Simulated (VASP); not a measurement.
AgRh:

```
CELL_PARAMETERS angstrom
2.77759 0.00000 0.00000
-1.38879 2.40546 0.00000
0.00000 0.00000 4.80860
ATOMIC_POSITIONS crystal
Ag 0.00000 0.00000 0.50000
Rh 0.66667 0.33333 0.00000
```

Base run:

```yaml
Program: VASP 6.6.1
Functional: PBE
Potentials_or_basis: VASP PAW PBE potentials, release 64 (Ag, Rh_pv)
Cutoff: 500 eV
k_mesh: 8 × 8 × 4
Occupations: methfessel-paxton, width 0.1 eV
Spin: no spin polarisation
```

Its results: band gap on the k mesh zero (band 13 reaches 9.97 eV, above the bottom of band 14 at 8.59 eV); pressure -2.4 GPa.

Task: The run is repeated on the same cell with these changes: k mesh from 8 × 8 × 4 to 5 × 5 × 3. What comes out?

Result: Band gap on the k mesh zero (band 13 reaches 9.26 eV, above the bottom of band 14 at 8.83 eV); pressure -1.9 GPa.

Caveats: some runs use coarse meshes.
